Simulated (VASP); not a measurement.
# PtS2 (P4_2/mnm) in VASP: notebook, part 2 of 2

VASP 6.6.1. Earlier steps stand in the parts before.

## 3. Relaxation of cell and atoms, LDA

INCAR

```
PREC = Accurate
ENCUT = 600
EDIFF = 1E-7
ISMEAR = -1
SIGMA = 0.02
LREAL = F
LASPH = T
NELM = 80
ALGO = Normal
ISIF = 3
LWAVE = F
LCHARG = F
IBRION = 2
NSW = 80
EDIFFG = -0.005
```

KPOINTS

```
Automatic mesh
0
Gamma
  4 4 6
```

POSCAR

```
PtS2
1.0
    5.4579142686      0.0000000000      0.0000000000
    0.0000000000      5.4579142686      0.0000000000
    0.0000000000      0.0000000000      3.8159519440
Pt S
2 4
Direct
    0.0000000000      0.0000000000      0.0000000000
    0.5000000000      0.5000000000      0.5000000000
    0.3096298023      0.3096298023      0.0000000000
    0.1903701977      0.8096298023      0.5000000000
    0.8096298023      0.1903701977      0.5000000000
    0.6903701977      0.6903701977      0.0000000000
```

Potentials or basis: VASP PAW LDA potentials, release 64 (Pt, S).

The run is started by

```sh
$ cat potpaw_LDA.64/Pt/POTCAR potpaw_LDA.64/S/POTCAR > POTCAR
$ mpirun -np 1 vasp_std > vasp.out
```

OUTCAR:

```text
PREC = Accurate
   ENCUT = 600
   EDIFF = 1E-7
   ISMEAR = -1
   LREAL = F
   LASPH = T
   NELM = 80
   ISIF = 3
   IBRION = 2
   NSW = 80
   EDIFFG = -0.005

 ion  position               nearest neighbor table
   1  0.000  0.000  0.000-   3 2.39   6 2.39   5 2.41   4 2.41   4 2.41   5 2.41
   2  0.500  0.500  0.500-   4 2.39   5 2.39   3 2.41   6 2.41   3 2.41   6 2.41
   3  0.310  0.310  0.000-   1 2.39   2 2.41   2 2.41
   4  0.190  0.810  0.500-   2 2.39   1 2.41   1 2.41
   5  0.810  0.190  0.500-   2 2.39   1 2.41   1 2.41
   6  0.690  0.690  0.000-   1 2.39   2 2.41   2 2.41

  LATTYP: Found a simple tetragonal cell.
 ALAT       =     5.4579142686
 C/A-ratio  =     0.6991593778

  Lattice vectors:

 A1 = (   5.4579142686,   0.0000000000,   0.0000000000)
 A2 = (   0.0000000000,   5.4579142686,   0.0000000000)
 A3 = (   0.0000000000,   0.0000000000,   3.8159519440)

Analysis of symmetry for initial positions (statically):
=====================================================================
 Subroutine PRICEL returns:
 Original cell was already a primitive cell.

 Routine SETGRP: Setting up the symmetry group for a
 simple tetragonal supercell.

 Subroutine GETGRP returns: Found 16 space group operations
 (whereof  8 operations were pure point group operations)
 out of a pool of 16 trial point group operations.

The static configuration has the point symmetry D_2h.
 The point group associated with its full space group is D_4h.

Analysis of symmetry for dynamics (positions and initial velocities):
=====================================================================
 Subroutine PRICEL returns:
 Original cell was already a primitive cell.

 Routine SETGRP: Setting up the symmetry group for a
 simple tetragonal supercell.

 Subroutine GETGRP returns: Found 16 space group operations
 (whereof  8 operations were pure point group operations)
 out of a pool of 16 trial point group operations.

The dynamic configuration has the point symmetry D_2h.
[... 128 lines left out ...]
  volume/ion in A,a.u.               =      18.95       127.85
  Fermi-wavevector in a.u.,A,eV,Ry     =   1.193091  2.254615 19.367437  1.423466
  Thomas-Fermi vector in A             =   2.329114
   LORBIT       =      0    0 simple, 1 ext, 2 COOP (PROOUT), +10 PAW based schemes
   GGA     = CA    functional components
   LHFCALC =     F    Hartree Fock is set to
   AEXX    =    0.0000 exact exchange contribution
   IVDW    =     0    specifies the selected vdW correction
   LEPSILON=     F    determine dielectric tensor
   LRPA    =     F    only Hartree local field effects (RPA)
 conjugate gradient relaxation of ions
 non-spin polarized calculation
  energy-cutoff  :      600.00
  volume of cell :      113.67
 maximum number of plane-waves:      3827
 NGX is ok and might be reduce to    48
   NGX = 21   NGY = 21   NGZ = 15

--------------------------------------- Ionic step        1  -------------------------------------------

 number of electron      44.0000000 magnetization

 Free energy of the ion-electron system (eV)
  ---------------------------------------------------
  ext. energy  EPLUGINS =         0.00000000
  ---------------------------------------------------
  free energy    TOTEN  =       -34.29321580 eV

  energy without entropy =      -34.27976532  energy(sigma->0) =      -34.28649056

------------------------ aborting loop because EDIFF is reached ----------------------------------------

  FORCE on cell =-STRESS in cart. coord.  units (eV):
  Direction    XX          YY          ZZ          XY          YZ          ZX
  --------------------------------------------------------------------------------------
  -------------------------------------------------------------------------------------
  Total       -4.9149749     -4.9149749     -5.6742164      0.0000000      0.0000000      0.0000000
  in kB      -69.2748456    -69.2748456    -79.9760889      0.0000000      0.0000000      0.0000000
  external PRESSURE =     -72.8419267 kB  Pullay stress =       0.0000000 kB
[... 101 lines left out ...]
  FREE ENERGIE OF THE ION-ELECTRON SYSTEM (eV)
  ---------------------------------------------------
  free  energy   TOTEN  =       -34.4401120959 eV

  energy  without entropy=      -34.4279585522  energy(sigma->0) =      -34.43403532

[... ionic steps 4 to 7 ...]

--------------------------------------- Ionic step        8  -------------------------------------------

 number of electron      44.0000000 magnetization

------------------------ aborting loop because EDIFF is reached ----------------------------------------
[... 75 lines left out ...]
--------------------------------------- Ionic step       10  -------------------------------------------

 number of electron      43.9999999 magnetization

 Free energy of the ion-electron system (eV)
  ---------------------------------------------------
  ext. energy  EPLUGINS =         0.00000000
  ---------------------------------------------------
  free energy    TOTEN  =       -34.44596941 eV

  energy without entropy =      -34.43316698  energy(sigma->0) =      -34.43956819

 E-fermi :   6.6548     XC(G=0): -11.1091

 val. band max:        6.6484343190   @ k =   0.2500   0.2500   0.1667
 cond. band min:       6.6597766998   @ k =   0.2500   0.0000   0.3333
 fundamental gap:      0.0113423808
 Fermi energy:         6.6547978948

 k-point     1 :       0.0000    0.0000    0.0000
  band No.  band energies     occupation
      1      -8.5366      2.00000
      2      -6.6619      2.00000
      3      -5.6910      2.00000
      4      -5.6910      2.00000
      5      -1.7046      2.00000
      6      -0.9818      2.00000
[... 718 lines left out ...]
  FREE ENERGIE OF THE ION-ELECTRON SYSTEM (eV)
  ---------------------------------------------------
  free  energy   TOTEN  =       -34.4459694127 eV

  energy  without entropy=      -34.4331669769  energy(sigma->0) =      -34.43956819

 reached required accuracy - stopping structural energy minimisation
```

OSZICAR:

```text
N       E                     dE             d eps       ncg     rms          rms(c)
DAV:   1     0.285449764423E+03    0.28545E+03   -0.22807E+04  1256   0.171E+03
[... 90 lines left out ...]
       N       E                     dE             d eps       ncg     rms          rms(c)
DAV:   1    -0.344463572908E+02   -0.46364E-03   -0.10722E-02  1248   0.710E-01    0.131E-01
DAV:   2    -0.344460473194E+02    0.30997E-03   -0.20083E-03  1276   0.370E-01    0.104E-01
DAV:   3    -0.344459845682E+02    0.62751E-04   -0.16634E-04  1356   0.110E-01    0.408E-02
DAV:   4    -0.344459696949E+02    0.14873E-04   -0.95621E-05  1308   0.443E-02    0.154E-02
DAV:   5    -0.344459694057E+02    0.28917E-06   -0.34129E-06  1390   0.131E-02    0.116E-02
DAV:   6    -0.344459694127E+02   -0.70281E-08   -0.89809E-07  1288   0.651E-03
  10 F= -.34445969E+02 E0= -.34439568E+02  d E =-.663555E-04
```

CONTCAR:

```text
PtS2
   1.00000000000000
     5.3348310386644178    0.0000000000000000    0.0000000000000000
     0.0000000000000000    5.3348310386644178    0.0000000000000000
     0.0000000000000000    0.0000000000000000    3.7670458402766744
  Pt              S
     2     4
Direct
     0.0000000000000000    0.0000000000000000    0.0000000000000000
     0.5000000000000000    0.5000000000000000    0.5000000000000000
     0.3096260941687105    0.3096260941687105    0.0000000000000000
     0.1903739058312895    0.8096260941687106    0.5000000000000000
     0.8096260941687106    0.1903739058312895    0.5000000000000000
     0.6903739058312894    0.6903739058312894    0.0000000000000000

  0.00000000E+00  0.00000000E+00  0.00000000E+00
  0.00000000E+00  0.00000000E+00  0.00000000E+00
  0.00000000E+00  0.00000000E+00  0.00000000E+00
  0.00000000E+00  0.00000000E+00  0.00000000E+00
  0.00000000E+00  0.00000000E+00  0.00000000E+00
  0.00000000E+00  0.00000000E+00  0.00000000E+00
```

Wall time 3.4 min (1 thread of Intel Xeon 6975P-C (Granite Rapids), shared host); peak memory 0.26 GiB.

What came out:

- Free energy: -34.4460 eV
- Relaxed volume: 17.87 Å³/atom
- Relaxed cell: a = 5.335 Å, b = 5.335 Å, c = 3.767 Å, α = 90.00°, β = 90.00°, γ = 90.00°
- Space group after relaxing (to 0.05 Å): P4_2/mnm (No. 136)
- Energy gained by relaxing: 25.5 meV/atom
- Ionic steps: 10
- Pressure after relaxing: 0.0 GPa
- Band gap on the k mesh: zero (band 22 reaches 7.08 eV, above the bottom of band 23 at 6.52 eV)

Step by step:
| step | energy change (eV) | largest force (eV/Å) | pressure (GPa) | volume (Å³) |
| --- | --- | --- | --- | --- |
| 1 | 0.0000 | 0.0538 | -7.28 | 113.67 |
| 2 | 0.1372 | 0.3797 | 12.76 | 100.08 |
| 3 | -0.1469 | 0.0999 | -0.22 | 107.68 |
| 4 | -0.1469 | 0.1034 | -0.06 | 107.56 |
| 5 | -0.1523 | 0.0270 | 0.03 | 107.24 |
| 6 | -0.1523 | 0.0405 | 0.05 | 107.20 |
| 7 | -0.1526 | 0.0239 | -0.06 | 107.27 |
| 8 | -0.1527 | 0.0107 | -0.15 | 107.32 |
| 9 | -0.1527 | 0.0154 | 0.15 | 107.10 |
| 10 | -0.1528 | 0.0019 | 0.00 | 107.21 |

Final structure:
```
Pt S
1.0
     5.33483    0.00000    0.00000
     0.00000    5.33483    0.00000
     0.00000    0.00000    3.76705
Pt S
2 4
Direct
  0.00000 0.00000 0.00000
  0.50000 0.50000 0.50000
  0.30963 0.30963 0.00000
  0.19037 0.80963 0.50000
  0.80963 0.19037 0.50000
  0.69037 0.69037 0.00000
```

Caveat: spin-orbit coupling is left out, which moves the levels of the heavy elements.

## 4. Relaxation of cell and atoms, PBE

This run uses another cell than the first one, of 23.07 Å³/atom, 1.218 times its volume.

INCAR

```
PREC = Accurate
ENCUT = 600
EDIFF = 1E-6
ISMEAR = -1
SIGMA = 0.02
LREAL = False
LASPH = True
NELM = 80
ALGO = Normal
ISIF = 3
LWAVE = False
LCHARG = False
GGA = PE
IBRION = 2
NSW = 80
EDIFFG = -0.005
```

KPOINTS

```
regular mesh
0
Gamma
  4 4 6
```

POSCAR

```
PtS2
1.0
    5.9410573000      0.0000000000      0.0000000000
    0.0000000000      5.9410573000      0.0000000000
    0.0000000000      0.0000000000      3.9210978180
Pt S
2 4
Direct
    0.0000000000      0.0000000000      0.0000000000
    0.5000000000      0.5000000000      0.5000000000
    0.3050000000      0.3050000000      0.0000000000
    0.1950000000      0.8050000000      0.5000000000
    0.8050000000      0.1950000000      0.5000000000
    0.6950000000      0.6950000000      0.0000000000
```

Potentials or basis: VASP PAW PBE potentials, release 64 (Pt, S).

The run is started by

```sh
$ cat potpaw_PBE.64/Pt/POTCAR potpaw_PBE.64/S/POTCAR > POTCAR
$ mpirun -np 1 vasp_std > vasp.out
```

It took 4.9 min on 1 thread of Intel Xeon 6975P-C (Granite Rapids), shared host; peak memory 0.32 GiB.

The run converged. Its results:

* Free energy: -28.8097 eV
* Relaxed volume: 18.91 Å³/atom
* Relaxed cell: a = 5.455 Å, b = 5.455 Å, c = 3.813 Å, α = 90.00°, β = 90.00°, γ = 90.00°
* Space group after relaxing (to 0.05 Å): P4_2/mnm (No. 136)
* Energy gained by relaxing: 222.0 meV/atom
* Ionic steps: 10
* Pressure after relaxing: 0.0 GPa
* Band gap on the k mesh: zero (band 22 reaches 6.26 eV, above the bottom of band 23 at 5.87 eV)

Step by step:
```
step  energy change (eV)  largest force (eV/Å)  pressure (GPa)  volume (Å³)
   1              0.0000                0.6014          -13.97       138.40
   2             -0.4447                0.9029           20.45       101.89
   3             -1.2332                0.0282           -0.66       115.75
   4             -1.2340                0.0083           -0.24       115.32
   5             -1.3015                0.1030           -0.03       114.17
   6             -1.3230                0.2237            0.45       113.02
   7             -1.3304                0.0978           -0.41       113.80
   8             -1.3305                0.0767           -0.56       113.93
   9             -1.3309                0.0684            0.51       113.04
  10             -1.3322                0.0003            0.01       113.45
```

Final structure:
```xyz
6
Lattice="5.4547 0.0000 0.0000 0.0000 5.4547 0.0000 0.0000 0.0000 3.8131" Properties=species:S:1:pos:R:3 pbc="T T T"
Pt    0.0000    0.0000    0.0000
Pt    2.7273    2.7273    1.9066
S     1.6892    1.6892    0.0000
S     1.0381    4.4165    1.9066
S     4.4165    1.0381    1.9066
S     3.7655    3.7655    0.0000
```

Levels at points of the mesh, in eV from the Fermi level:
| k point | band 20 | band 21 | band 22 | band 23 | band 24 | band 25 |
| --- | --- | --- | --- | --- | --- | --- |
| (0.00, 0.00, 0.00) | -0.37 | -0.12 | -0.12 | 0.26 | 2.62 | 2.62 |
| (0.50, 0.00, 0.00) | -1.23 | -0.56 | -0.56 | 2.16 | 2.16 | 2.28 |
| (0.50, 0.50, 0.00) | -1.29 | 0.29 | 0.29 | 0.37 | 0.37 | 2.51 |
| (0.00, 0.00, 0.50) | -0.86 | 0.02 | 0.02 | 0.46 | 0.46 | 0.98 |
| (0.50, 0.00, 0.50) | -1.05 | -1.05 | -1.05 | 0.10 | 0.10 | 3.37 |
| (0.50, 0.50, 0.50) | -0.39 | -0.30 | -0.30 | 1.14 | 1.14 | 1.17 |

Caveat: the volume moved by over 15 % at a fixed basis, so the end points are rough; spin-orbit coupling is left out, which moves the levels of the heavy elements.

## 5. The runs side by side

```tsv
level	potentials or basis	cell	gap on the mesh (eV)	pressure (GPa)	relaxed volume (Å³/atom)
PBEsol	VASP PAW PBE potentials, release 64 (Pt, S)	relaxed from a = 5.458, b = 5.458, c = 3.816 Å, 6 atoms	none	0.0	18.18
LDA	VASP PAW LDA potentials, release 64 (Pt, S)	relaxed from a = 5.458, b = 5.458, c = 3.816 Å, 6 atoms	none	0.0	17.87
PBE	VASP PAW PBE potentials, release 64 (Pt, S)	relaxed from a = 5.941, b = 5.941, c = 3.921 Å, 6 atoms	none	0.0	18.91
```

Alike in all rows: task relaxation of cell and atoms; no spin polarisation; k mesh 4 × 4 × 6; cutoff (eV) 600; smearing fermi-dirac 0.02 eV.

Caveats: spin-orbit coupling is left out, which moves the levels of the heavy elements; the PAW data sets were made with another functional, which shifts forces and pressure a little (some runs); the volume moved by over 15 % at a fixed basis, so the end points are rough (some runs).

Absolute energies hang on the potentials; compare differences alone.
